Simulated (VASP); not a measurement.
# Sb in VASP: notebook

The runs below take Sb through single point, relaxation of cell and atoms, with PBE.

All numbers are computed with VASP 6.6.1; they aren't measurements. Logs are shortened: lines on timing, memory, paths and dates and some standing lists are left out, and cuts for length are marked.

## (1) The cell of the first run

The structure is orthorhombic, space group Pmmm (No. 47). The conventional cell has a = 3.000 Å, b = 5.818 Å, c = 7.983 Å, α = 90.00°, β = 90.00°, γ = 90.00°. Sb (site symmetry m) has 6 Sb at 2.86 to 3.00 Å within 3.8 Å. Sb (site symmetry mmm) has 6 Sb at 2.92 to 3.00 Å within 3.9 Å.

## (2) Single point, PBE

Contents of INCAR:

```
SYSTEM = Sb
ALGO = Normal ; EDIFF = 1E-7
ENCUT = 520 ; GGA = PE
ISIF = 2 ; ISMEAR = 0
LASPH = .TRUE. ; LCHARG = .FALSE.
LREAL = .FALSE. ; LWAVE = .FALSE.
NBANDS = 20 ; NELM = 100
PREC = Accurate ; SIGMA = 0.1
```

Contents of KPOINTS:

```
k-points
0
G
  6 4 2
  0 0 0
```

Contents of POSCAR:

```
Sb
1.0
    2.9996400100      0.0000000000      0.0000000000
    0.0000000000      5.8181823500      0.0000000000
    0.0000000000      0.0000000000      7.9829270400
Sb
5
Direct
    0.5000000000      0.7538350100      0.3161120000
    0.5000000000      0.2461649900      0.3161120000
    0.5000000000      0.7538350100      0.6838880000
    0.5000000000      0.2461649900      0.6838880000
    0.5000000000      0.5000000000      0.0000000000
```

Potentials or basis: VASP PAW PBE potentials, release 64 (Sb).

Command:

```sh
$ cat potpaw_PBE.64/Sb/POTCAR > POTCAR
$ mpirun -np 1 vasp_std > vasp.out
```

OUTCAR:

```text
SYSTEM = Sb
   EDIFF = 1E-7
   ENCUT = 520
   GGA = PE
   ISIF = 2
   ISMEAR = 0
   LASPH = .TRUE.
   LREAL = .FALSE.
   NELM = 100
   PREC = Accurate

 ion  position               nearest neighbor table
   1  0.500  0.754  0.316-   2 2.86   5 2.92   3 2.94   2 2.95
   2  0.500  0.246  0.316-   1 2.86   5 2.92   4 2.94   1 2.95
   3  0.500  0.754  0.684-   4 2.86   5 2.92   1 2.94   4 2.95
   4  0.500  0.246  0.684-   3 2.86   5 2.92   2 2.94   3 2.95
   5  0.500  0.500  0.000-   1 2.92   2 2.92   3 2.92   4 2.92

  LATTYP: Found a simple orthorhombic cell.
 ALAT       =     2.9996400100
 B/A-ratio  =     1.9396268654
 C/A-ratio  =     2.6612950265

  Lattice vectors:

 A1 = (   2.9996400100,   0.0000000000,   0.0000000000)
 A2 = (   0.0000000000,   5.8181823500,   0.0000000000)
 A3 = (   0.0000000000,   0.0000000000,   7.9829270400)

Analysis of symmetry for initial positions (statically):
=====================================================================
 Subroutine PRICEL returns:
 Original cell was already a primitive cell.

 Routine SETGRP: Setting up the symmetry group for a
 simple orthorhombic supercell.

 Subroutine GETGRP returns: Found  8 space group operations
 (whereof  8 operations were pure point group operations)
 out of a pool of  8 trial point group operations.

The static configuration has the point symmetry D_2h.

Analysis of symmetry for dynamics (positions and initial velocities):
=====================================================================
 Subroutine PRICEL returns:
 Original cell was already a primitive cell.

 Routine SETGRP: Setting up the symmetry group for a
 simple orthorhombic supercell.

 Subroutine GETGRP returns: Found  8 space group operations
 (whereof  8 operations were pure point group operations)
 out of a pool of  8 trial point group operations.

The dynamic configuration has the point symmetry D_2h.

 Subroutine INISYM returns: Found  8 space group operations
 (whereof  8 operations are pure point group operations),
 and found     1 'primitive' translations

----------------------------------------------------------------------------------------

                                     Primitive cell

  volume of cell :     139.3217

  direct lattice vectors                    reciprocal lattice vectors
     2.999640010  0.000000000  0.000000000     0.333373337  0.000000000  0.000000000
     0.000000000  5.818182350  0.000000000     0.000000000  0.171874984  0.000000000
     0.000000000  0.000000000  7.982927040     0.000000000  0.000000000  0.125267336

  length of vectors
     2.999640010  5.818182350  7.982927040     0.333373337  0.171874984  0.125267336

  position of ions in fractional coordinates (direct lattice)
     0.500000000  0.753835010  0.316112000
     0.500000000  0.246164990  0.316112000
     0.500000000  0.753835010  0.683888000
     0.500000000  0.246164990  0.683888000
     0.500000000  0.500000000  0.000000000

  ion indices of the primitive-cell ions
   primitive index   ion index
                 1           1
                 2           2
                 3           3
                 4           4
                 5           5

----------------------------------------------------------------------------------------

 KPOINTS: k-points

Automatic generation of k-mesh.
 Grid dimensions read from file:
 generate k-points for:    6    4    2

 Generating k-lattice:

  Cartesian coordinates                     Fractional coordinates (reciprocal lattice)
     0.055562223  0.000000000  0.000000000     0.166666667  0.000000000  0.000000000
     0.000000000  0.042968746  0.000000000     0.000000000  0.250000000  0.000000000
     0.000000000  0.000000000  0.062633668     0.000000000  0.000000000  0.500000000

  Length of vectors
     0.055562223  0.042968746  0.062633668

  Shift w.r.t. Gamma in fractional coordinates (k-lattice)
     0.000000000  0.000000000  0.000000000

 Subroutine IBZKPT returns following result:
 ===========================================

 Found     24 irreducible k-points:

 Following reciprocal coordinates:
            Coordinates               Weight
  0.000000  0.000000  0.000000      1.000000
  0.166667  0.000000  0.000000      2.000000
  0.333333  0.000000  0.000000      2.000000
  0.500000  0.000000  0.000000      1.000000
  0.000000  0.250000  0.000000      2.000000
  0.166667  0.250000  0.000000      4.000000
[... 16 lines left out ...]
  0.333333  0.500000  0.500000      2.000000
  0.500000  0.500000  0.500000      1.000000
   k-points           NKPTS =     24   k-points in BZ     NKDIM =     24   number of bands    NBANDS=     20
   number of dos      NEDOS =    301   number of ions     NIONS =      5
   total plane-waves  NPLWV =  69120
   dimension x,y,z NGX =    24 NGY =   48 NGZ =   60
   dimension x,y,z NGXF=    48 NGYF=   96 NGZF=  120
   ions per type =               5
   NGX,Y,Z   is equivalent  to a cutoff of  13.30, 13.72, 12.50 a.u.
   NGXF,Y,Z  is equivalent  to a cutoff of  26.60, 27.43, 24.99 a.u.
 SYSTEM =  Sb
   PREC   = accura    normal or accurate (medium, high low for compatibility)
   ISTART =      0    job   : 0-new  1-cont  2-samecut
   ICHARG =      2    charge: 1-file 2-atom 10-const
   ISPIN  =      1    spin polarized calculation?
   LNONCOLLINEAR =      F non collinear calculations
   LSORBIT =      F    spin-orbit coupling
   LASPH  =      T    aspherical Exc in radial PAW
   ENCUT  =  520.0 eV  38.22 Ry    6.18 a.u.   5.58 10.82 14.84*2*pi/ulx,y,z
   NELM   =    100;   NELMIN=  2; NELMDL= -5     # of ELM steps
   EDIFF  = 0.1E-06   stopping-criterion for ELM
   LREAL  =      F    real-space projection
   EDIFFG = 0.1E-05   stopping-criterion for IOM
   NSW    =      0    number of steps for IOM
   IBRION =     -1    ionic relax: 0-MD 1-quasi-New 2-CG
   NFREE  =      0    steps in history (QN), initial steepest desc. (CG)
   ISIF   =      2    stress and relaxation
   ISYM   =      2    0-nonsym 1-usesym 2-fastsym
   POTIM  = 0.5000    time-step for ionic-motion
   TEBEG  =    0.0;   TEEND  =   0.0 temperature during run
   PSTRESS=    0.0 pullay stress
   NELECT =      25.0000    total number of electrons
   NUPDOWN=      -1.0000    fix difference up-down
   EMIN   =  10.00;   EMAX   =-10.00  energy-range for DOS
   EFERMI =   0.00;   METHOD = LEGACY
   ISMEAR =     0;   SIGMA  =   0.10  broadening in eV -4-tet -1-fermi 0-gaus
   EFERMI_NEDOS =   21; number of points for ismear=-14 and -15
   IALGO  =     38    algorithm
   IMIX   =      4    mixing-type and parameters
     AMIX     =   0.40;   BMIX     =  1.00
     AMIX_MAG =   1.60;   BMIX_MAG =  1.00
  volume/ion in A,a.u.               =      27.86       188.04
  Fermi-wavevector in a.u.,A,eV,Ry     =   0.923383  1.744941 11.600824  0.852636
  Thomas-Fermi vector in A             =   2.049014
   LORBIT       =      0    0 simple, 1 ext, 2 COOP (PROOUT), +10 PAW based schemes
   GGA     = PE    functional components
   LHFCALC =     F    Hartree Fock is set to
   AEXX    =    0.0000 exact exchange contribution
   IVDW    =     0    specifies the selected vdW correction
   LEPSILON=     F    determine dielectric tensor
   LRPA    =     F    only Hartree local field effects (RPA)
 non-spin polarized calculation
 Gauss-broadening in eV      SIGMA  =   0.10
  energy-cutoff  :      520.00
  volume of cell :      139.32
 maximum number of plane-waves:      3782
 NGX is ok and might be reduce to    24
   NGX = 11   NGY = 21   NGZ = 29

 number of electron      25.0000003 magnetization

 Free energy of the ion-electron system (eV)
  ---------------------------------------------------
  ext. energy  EPLUGINS =         0.00000000
  ---------------------------------------------------
  free energy    TOTEN  =       -19.15077238 eV

  energy without entropy =      -19.13370127  energy(sigma->0) =      -19.14223682

 E-fermi :   8.2476     XC(G=0):  -9.7402

 val. band max:        8.2328062508   @ k =   0.0000   0.0000   0.5000
 cond. band min:       8.2603121522   @ k =   0.3333   0.5000   0.0000
 fundamental gap:      0.0275059014
 Fermi energy:         8.2475768447

 k-point     1 :       0.0000    0.0000    0.0000
  band No.  band energies     occupation
      1      -5.4219      2.00000
      2      -3.6792      2.00000
      3      -2.6183      2.00000
      4      -1.7748      2.00000
      5      -0.0353      2.00000
      6       2.0028      2.00000
[... 12 lines left out ...]
     19      14.0032      0.00000
     20      14.0492      0.00000

 k-point     2 :       0.1667    0.0000    0.0000
  band No.  band energies     occupation
      1      -4.9810      2.00000
      2      -3.2367      2.00000
      3      -2.1759      2.00000
      4      -1.3241      2.00000
      5       0.4207      2.00000
      6       2.4152      2.00000
[... 12 lines left out ...]
     19      12.6849      0.00000
     20      13.1552      0.00000

 k-point     3 :       0.3333    0.0000    0.0000
  band No.  band energies     occupation
      1      -3.7488      2.00000
      2      -1.9916      2.00000
      3      -0.9300      2.00000
      4      -0.0245      2.00000
      5       1.7670      2.00000
      6       3.4643      2.00000
[... 12 lines left out ...]
     19      11.8263      0.00000
     20      12.5465      0.00000

 k-point     4 :       0.5000    0.0000    0.0000
  band No.  band energies     occupation
      1      -2.6547      2.00000
      2      -0.8614      2.00000
      3       0.2065      2.00000
      4       1.2648      2.00000
      5       1.5860      2.00000
      6       3.1477      2.00000
[... 12 lines left out ...]
     19      11.9749      0.00000
     20      12.1270      0.00000

 k-point     5 :       0.0000    0.2500    0.0000
  band No.  band energies     occupation
      1      -5.1779      2.00000
      2      -3.4003      2.00000
      3      -3.1988      2.00000
      4      -1.9204      2.00000
      5      -1.1917      2.00000
      6       3.0489      2.00000
[... 12 lines left out ...]
     19      13.4845      0.00000
     20      14.5628      0.00000

 k-point     6 :       0.1667    0.2500    0.0000
  band No.  band energies     occupation
      1      -4.7370      2.00000
      2      -2.9580      2.00000
      3      -2.7563      2.00000
      4      -1.4737      2.00000
      5      -0.7459      2.00000
      6       3.4673      2.00000
[... 12 lines left out ...]
     19      11.7440      0.00000
     20      11.8967      0.00000

 k-point     7 :       0.3333    0.2500    0.0000
  band No.  band energies     occupation
      1      -3.5051      2.00000
      2      -1.7137      2.00000
      3      -1.5115      2.00000
      4      -0.2002      2.00000
      5       0.5261      2.00000
      6       3.9171      2.00000
[... 12 lines left out ...]
     19      12.1818      0.00000
     20      12.8950      0.00000
[... 277 lines left out ...]
 k-point    20 :       0.5000    0.2500    0.5000
  band No.  band energies     occupation
      1      -2.0056      2.00000
      2      -1.7033      2.00000
      3       0.1838      2.00000
      4       0.9385      2.00000
      5       2.2175      2.00000
      6       2.4626      2.00000
[... 12 lines left out ...]
     19      12.0266      0.00000
     20      12.2533      0.00000

 k-point    21 :       0.0000    0.5000    0.5000
  band No.  band energies     occupation
      1      -4.2426      2.00000
      2      -3.9521      2.00000
      3      -3.9487      2.00000
      4      -2.5631      2.00000
      5      -0.3469      2.00000
      6       2.5295      2.00000
[... 12 lines left out ...]
     19      14.0413      0.00000
     20      14.2246      0.00000

 k-point    22 :       0.1667    0.5000    0.5000
  band No.  band energies     occupation
      1      -3.8019      2.00000
      2      -3.5122      2.00000
      3      -3.5065      2.00000
      4      -2.1172      2.00000
      5       0.1078      2.00000
      6       2.9356      2.00000
[... 12 lines left out ...]
     19      11.7445      0.00000
     20      12.3898      0.00000

 k-point    23 :       0.3333    0.5000    0.5000
  band No.  band energies     occupation
      1      -2.5684      2.00000
      2      -2.2832      2.00000
      3      -2.2653      2.00000
      4      -0.8526      2.00000
      5       1.4429      2.00000
      6       3.9610      2.00000
[... 12 lines left out ...]
     19      12.2187      0.00000
     20      12.5455      0.00000

 k-point    24 :       0.5000    0.5000    0.5000
  band No.  band energies     occupation
      1      -1.4675      2.00000
      2      -1.1914      2.00000
      3      -1.1470      2.00000
      4       0.3282      2.00000
      5       2.7085      2.00000
      6       2.8746      2.00000
[... 12 lines left out ...]
     19      11.8532      0.00000
     20      11.8957      0.00000

------------------------ aborting loop because EDIFF is reached ----------------------------------------

  FORCE on cell =-STRESS in cart. coord.  units (eV):
  Direction    XX          YY          ZZ          XY          YZ          ZX
  --------------------------------------------------------------------------------------
  -------------------------------------------------------------------------------------
  Total        8.0719395     13.7797848     11.2768608     -0.0000000      0.0000000      0.0000000
  in kB       92.8260463    158.4653779    129.6821416     -0.0000000      0.0000000      0.0000000
  external PRESSURE =     126.9911886 kB  Pullay stress =       0.0000000 kB

 VOLUME and BASIS-vectors are now :
 -----------------------------------------------------------------------------
  energy-cutoff  :      520.00
  volume of cell :      139.32
      direct lattice vectors                 reciprocal lattice vectors
     2.999640010  0.000000000  0.000000000     0.333373337  0.000000000  0.000000000
     0.000000000  5.818182350  0.000000000     0.000000000  0.171874984  0.000000000
     0.000000000  0.000000000  7.982927040     0.000000000  0.000000000  0.125267336

 POSITION                                       TOTAL-FORCE (eV/Angst)
 -----------------------------------------------------------------------------------
      1.49982      4.38595      2.52350         0.000000     -0.034575      0.088100
      1.49982      1.43223      2.52350        -0.000000      0.034575      0.088100
      1.49982      4.38595      5.45943         0.000000     -0.034575     -0.088100
      1.49982      1.43223      5.45943         0.000000      0.034575     -0.088100
      1.49982      2.90909      0.00000         0.000000     -0.000000     -0.000000
 -----------------------------------------------------------------------------------
    total drift:                               -0.000000      0.000000     -0.000000

  FREE ENERGIE OF THE ION-ELECTRON SYSTEM (eV)
  ---------------------------------------------------
  free  energy   TOTEN  =       -19.1507723766 eV

  energy  without entropy=      -19.1337012664  energy(sigma->0) =      -19.14223682
```

Wall time 73 s (1 thread of Intel Xeon Platinum 8488C (Sapphire Rapids), shared host); peak memory 0.25 GiB.

What came out:

```
Free energy   : -19.1508 eV
Pressure      : 12.7 GPa
Largest force : 0.095 eV/Å
```

Forces on the atoms (eV/Å):
```
Sb   0.000 -0.035  0.088
Sb   0.000  0.035  0.088
Sb   0.000 -0.035 -0.088
Sb   0.000  0.035 -0.088
Sb   0.000  0.000  0.000
```

Levels at points of the mesh, in eV from the Fermi level:
| k point | band 10 | band 11 | band 12 | band 13 | band 14 | band 15 |
| --- | --- | --- | --- | --- | --- | --- |
| (0.00, 0.00, 0.00) | -2.54 | 1.10 | 1.64 | 1.81 | 3.08 | 3.16 |
| (0.50, 0.00, 0.00) | -3.71 | -3.69 | -2.46 | -2.23 | -1.16 | -0.15 |
| (0.00, 0.50, 0.00) | -1.67 | -0.94 | -0.28 | 0.11 | 0.36 | 3.83 |
| (0.50, 0.50, 0.00) | -3.66 | -3.23 | -0.30 | 0.11 | 0.13 | 0.94 |
| (0.00, 0.00, 0.50) | -2.55 | -0.01 | 0.26 | 3.49 | 3.82 | 4.09 |
| (0.50, 0.00, 0.50) | -3.44 | -3.41 | -2.66 | -2.56 | -0.35 | 0.16 |
| (0.00, 0.50, 0.50) | -1.66 | -0.53 | -0.47 | 2.17 | 2.18 | 3.03 |
| (0.50, 0.50, 0.50) | -3.53 | -2.65 | -1.90 | -1.33 | 0.54 | 1.01 |

Caveat: the k points lie up to 0.39 Å⁻¹ apart; spin-orbit coupling is left out, which moves the levels of the heavy elements.

## (3) Single point, PBE

This run uses another cell than the first one, of 33.68 Å³/atom, 1.209 times its volume.

Contents of INCAR:

```
SYSTEM = Sb
PREC = Accurate ; ENCUT = 520
EDIFF = 1E-7 ; ISMEAR = 0
SIGMA = 0.1 ; LREAL = .False.
LASPH = .True. ; NELM = 60
ALGO = Normal ; ISIF = 2
LWAVE = .False. ; LCHARG = .False.
GGA = PE ; NBANDS = 20
```

Contents of KPOINTS:

```
regular mesh
0
Gamma
  6 4 2
  0 0 0
```

Contents of POSCAR:

```
Sb
1.0
    3.0911430408      0.0000000000      0.0000000000
    0.0000000000      6.3932494957      0.0000000000
    0.0000000000      0.0000000000      8.5208605090
Sb
5
Direct
    0.5000000000      0.7458320900      0.3196157437
    0.5000000000      0.2541679100      0.3196157437
    0.5000000000      0.7458320900      0.6803842563
    0.5000000000      0.2541679100      0.6803842563
    0.5000000000      0.5000000000      0.0000000000
```

Potentials or basis: VASP PAW PBE potentials, release 64 (Sb).

Command:

```sh
$ cat potpaw_PBE.64/Sb/POTCAR > POTCAR
$ mpirun -np 1 vasp_std > vasp.out
```

Wall time 88 s (1 thread of Intel Xeon Platinum 8488C (Sapphire Rapids), shared host); peak memory 0.27 GiB.

Results (log left out):

* Free energy: -20.2495 eV
* Pressure: 0.0 GPa
* Largest force: 0.011 eV/Å

Forces in eV/Å, atoms in the order of the input:
```
Sb   0.000 -0.010 -0.005
Sb   0.000  0.010 -0.005
Sb   0.000 -0.010  0.005
Sb   0.000  0.010  0.005
Sb   0.000  0.000  0.000
```

Stress tensor (GPa, compression positive):
```
 0.01  0.00  0.00
 0.00 -0.06  0.00
 0.00  0.00  0.07
```

Levels at points of the mesh, in eV from the Fermi level:
| k point | band 8 | band 9 | band 10 | band 11 | band 12 | band 13 | band 14 | band 15 | band 16 | band 17 |
| --- | --- | --- | --- | --- | --- | --- | --- | --- | --- | --- |
| (0.00, 0.00, 0.00) | -3.64 | -3.23 | -1.99 | 0.61 | 1.37 | 2.52 | 3.06 | 3.08 | 3.63 | 4.08 |
| (0.50, 0.00, 0.00) | -3.42 | -3.23 | -2.71 | -2.42 | -2.21 | -1.58 | -0.93 | 0.14 | 2.74 | 2.81 |
| (0.00, 0.50, 0.00) | -2.45 | -1.82 | -1.72 | -0.55 | -0.49 | 0.11 | 0.58 | 4.05 | 4.56 | 4.72 |
| (0.50, 0.50, 0.00) | -3.39 | -3.14 | -3.11 | -2.15 | -0.45 | -0.20 | 0.39 | 0.44 | 1.60 | 1.61 |
| (0.00, 0.00, 0.50) | -3.75 | -2.28 | -2.20 | 0.38 | 0.48 | 3.03 | 3.69 | 3.96 | 4.22 | 4.23 |
| (0.50, 0.00, 0.50) | -3.55 | -3.20 | -2.83 | -2.31 | -2.26 | -1.67 | -0.23 | 0.07 | 2.37 | 2.76 |
| (0.00, 0.50, 0.50) | -2.76 | -1.87 | -1.58 | -0.80 | -0.36 | 1.56 | 1.56 | 2.79 | 4.45 | 4.58 |
| (0.50, 0.50, 0.50) | -4.17 | -3.17 | -2.73 | -2.38 | -1.09 | -0.57 | 0.40 | 0.66 | 1.39 | 2.07 |

Caveat: the k points lie up to 0.37 Å⁻¹ apart; spin-orbit coupling is left out, which moves the levels of the heavy elements.

(Continued in part 2 of 2.)
